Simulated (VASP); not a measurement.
# GaSb (F-43m) in VASP: vibrations by perturbation theory with PBE

Aim: the vibrations by perturbation theory of GaSb with PBE.

Program: VASP 6.6.1. These are calculated values, not measurements. Logs are shortened: lines on timing, memory, paths and dates and some standing lists are left out, and cuts for length are marked.

### 1 The cell of the first run

Symmetry: F-43m, No. 216, cubic system. The conventional cell has a = 6.266 Å, b = 6.266 Å, c = 6.266 Å, α = 90.00°, β = 90.00°, γ = 90.00°. Ga (site symmetry -43m) has 4 Sb at 2.71 Å within 3.6 Å. Sb (site symmetry -43m) has 4 Ga at 2.71 Å within 3.6 Å.

### 2 Vibrations by perturbation theory, PBE

Contents of INCAR:

```
ALGO = Normal ; EDIFF = 1E-8
ENCUT = 520 ; GGA = PE
IBRION = 8 ; ISIF = 2
ISMEAR = -1 ; LASPH = T
LCHARG = F ; LREAL = F
LWAVE = F ; NELM = 80
NSW = 1 ; PREC = Accurate
SIGMA = 0.15
```

Contents of KPOINTS:

```
k-points
0
Gamma
  12 12 12
```

Contents of POSCAR:

```
GaSb
1.0
    0.0000000000      3.1330466061      3.1330466061
    3.1330466061      0.0000000000      3.1330466061
    3.1330466061      3.1330466061      0.0000000000
Ga Sb
1 1
Direct
    0.0000000000      0.0000000000      0.0000000000
    0.7500000000      0.7500000000      0.7500000000
```

Potentials or basis: VASP PAW PBE potentials, release 64 (Ga_d, Sb).

The run is started by

```sh
$ cat potpaw_PBE.64/Ga_d/POTCAR potpaw_PBE.64/Sb/POTCAR > POTCAR
$ mpirun -np 1 vasp_std > vasp.out
```

OUTCAR:

```text
EDIFF = 1E-8
   ENCUT = 520
   GGA = PE
   IBRION = 8
   ISIF = 2
   ISMEAR = -1
   LASPH = T
   LREAL = F
   NELM = 80
   NSW = 1
   PREC = Accurate

 ion  position               nearest neighbor table
   1  0.000  0.000  0.000-   2 2.71   2 2.71   2 2.71   2 2.71
   2  0.750  0.750  0.750-   1 2.71   1 2.71   1 2.71   1 2.71

  LATTYP: Found a face centered cubic cell.
 ALAT       =     6.2660932122

  Lattice vectors:

 A1 = (   0.0000000000,   3.1330466061,   3.1330466061)
 A2 = (   3.1330466061,   0.0000000000,   3.1330466061)
 A3 = (   3.1330466061,   3.1330466061,   0.0000000000)

Analysis of symmetry for initial positions (statically):
=====================================================================
 Subroutine PRICEL returns:
 Original cell was already a primitive cell.

 Routine SETGRP: Setting up the symmetry group for a
 face centered cubic supercell.

 Subroutine GETGRP returns: Found 24 space group operations
 (whereof 24 operations were pure point group operations)
 out of a pool of 48 trial point group operations.

The static configuration has the point symmetry T_d .

Analysis of symmetry for dynamics (positions and initial velocities):
=====================================================================
 Subroutine PRICEL returns:
 Original cell was already a primitive cell.

 Routine SETGRP: Setting up the symmetry group for a
 face centered cubic supercell.

 Subroutine GETGRP returns: Found 24 space group operations
 (whereof 24 operations were pure point group operations)
 out of a pool of 48 trial point group operations.

The dynamic configuration has the point symmetry T_d .

 Subroutine INISYM returns: Found 24 space group operations
 (whereof 24 operations are pure point group operations),
 and found     1 'primitive' translations

----------------------------------------------------------------------------------------

                                     Primitive cell

  volume of cell :      61.5079
[... 541 lines left out ...]

 VOLUME and BASIS-vectors are now :
 -----------------------------------------------------------------------------
  energy-cutoff  :      520.00
  volume of cell :       61.51
      direct lattice vectors                 reciprocal lattice vectors
     0.000000000  3.133046606  3.133046606    -0.159589072  0.159589072  0.159589072
     3.133046606  0.000000000  3.133046606     0.159589072 -0.159589072  0.159589072
     3.133046606  3.133046606  0.000000000     0.159589072  0.159589072 -0.159589072

 POSITION                                       TOTAL-FORCE (eV/Angst)
 -----------------------------------------------------------------------------------
      0.00000      0.00000      0.00000         0.000000     -0.000000     -0.000000
      4.69957      4.69957      4.69957        -0.000000      0.000000      0.000000
 -----------------------------------------------------------------------------------
    total drift:                               -0.000001     -0.000001     -0.000001

  FREE ENERGIE OF THE ION-ELECTRON SYSTEM (eV)
  ---------------------------------------------------
  free  energy   TOTEN  =        -7.3712822595 eV

  energy  without entropy=       -7.3627076520  energy(sigma->0) =       -7.36699496

[... ionic steps 2 to 3 ...]

--------------------------------------- Ionic step        4  -------------------------------------------

------------------------ aborting loop because EDIFF is reached ----------------------------------------

[... ionic steps 5 to 6 ...]

--------------------------------------- Ionic step        7  -------------------------------------------

 Free energy of the ion-electron system (eV)
  ---------------------------------------------------
  ---------------------------------------------------
  free energy    TOTEN  =        -0.02578362 eV

  energy without entropy =       -0.02578362

------------------------ aborting loop because EDIFF is reached ----------------------------------------

 INTERNAL STRAIN TENSOR  FOR ION    2  DIRECTION 1   (eV/Angst):
 -----------------------------------------------------------------------------
    -0.00179  0.00000  0.00000
     0.00000  0.00307  5.21875
     0.00000  5.21875  0.00307

 INTERNAL STRAIN TENSOR FOR ION    2 for displacements in x,y,z  (eV/Angst):
          X           Y           Z          XY          YZ          ZX
  --------------------------------------------------------------------------------
  x     0.00000     0.00000     0.00000     0.00000     5.21875     0.00000
  y     0.00000     0.00000     0.00000     0.00000     0.00000     5.21875
  z     0.00000     0.00000     0.00000     5.21875     0.00000     0.00000

 SECOND DERIVATIVES (NOT SYMMETRIZED)
 ------------------------------------
               1X          1Y          1Z          2X          2Y          2Z
  1X    -6.625506    0.000000    0.000000    6.625506    0.000000    0.000000
  1Y     0.000000   -6.625506    0.000000    0.000000    6.625506    0.000000
  1Z     0.000000    0.000000   -6.625506    0.000000    0.000000    6.625506
  2X     6.637423    0.000000    0.000000   -6.637423    0.000000    0.000000
  2Y     0.000000    6.637423    0.000000    0.000000   -6.637423    0.000000
  2Z     0.000000    0.000000    6.637423    0.000000    0.000000   -6.637423

 Eigenvectors and eigenvalues of the dynamical matrix
 ----------------------------------------------------

   1 f  =    6.045521 THz    37.985128 2PiTHz  201.656871 cm-1    25.002254 meV
             X         Y         Z           dx          dy          dz
      0.000000  0.000000  0.000000    -0.797147    0.000000    0.000000
      4.699570  4.699570  4.699570     0.603785    0.000000    0.000000
[... 21 lines left out ...]
   6 f/i=    0.002614 THz     0.016426 2PiTHz    0.087205 cm-1     0.010812 meV
             X         Y         Z           dx          dy          dz
      0.000000  0.000000  0.000000     0.000000    0.000000   -0.603785
      4.699570  4.699570  4.699570     0.000000    0.000000   -0.797147

--------------------------------------------------------------------------------------------------------

 ELASTIC MODULI CONTR FROM IONIC RELAXATION (kBar)
 Direction    XX          YY          ZZ          XY          YZ          ZX
 --------------------------------------------------------------------------------
 XX          -0.0000     -0.0000     -0.0000      0.0000      0.0000      0.0000
 YY          -0.0000     -0.0000     -0.0000      0.0000      0.0000      0.0000
 ZZ          -0.0000     -0.0000     -0.0000      0.0000      0.0000      0.0000
 XY           0.0000      0.0000      0.0000   -109.2712      0.0000      0.0000
 YZ           0.0000      0.0000      0.0000      0.0000   -109.2712      0.0000
 ZX           0.0000      0.0000      0.0000      0.0000      0.0000   -109.2712
 --------------------------------------------------------------------------------
```

OSZICAR:

```text
N       E                     dE             d eps       ncg     rms          rms(c)
DAV:   1     0.777024860460E+02    0.77702E+02   -0.88173E+03  1888   0.167E+03
DAV:   2    -0.152547919201E+01   -0.79228E+02   -0.77077E+02  2042   0.310E+02
[... 47 lines left out ...]
RMM:   6    -0.257856309170E-01    0.44622E-05   -0.59098E-07 13715   0.517E-03    0.777E-04
RMM:   7    -0.257841374554E-01    0.14935E-05   -0.67330E-08 14797   0.192E-03    0.185E-04
RMM:   8    -0.257834959349E-01    0.64152E-06   -0.13252E-08 14242   0.654E-04    0.494E-05
RMM:   9    -0.257835679927E-01   -0.72058E-07   -0.60473E-10 13968   0.213E-04    0.153E-05
RMM:  10    -0.257836158248E-01   -0.47832E-07   -0.18374E-10 14183   0.812E-05    0.211E-06
RMM:  11    -0.257836204254E-01   -0.46006E-08    0.17380E-11 14770   0.272E-05    0.287E-06
 Linear response finished
```

Run time: 16 min. Hardware: 1 thread of Intel Xeon Platinum 8259CL at 2.50GHz (Skylake/Cascade Lake), shared host; peak memory 0.64 GiB.

Results:

```yaml
Highest_phonon_frequency_at_Γ_LO-TO_splitting_left_out: 202 cm⁻¹
```

Phonon frequencies in cm⁻¹ (negative: imaginary):
```
              q point        frequencies
(0.000, 0.000, 0.000)  0 0 0 202 202 202
```

Caveat: spin-orbit coupling is left out, which moves the levels of the heavy elements.
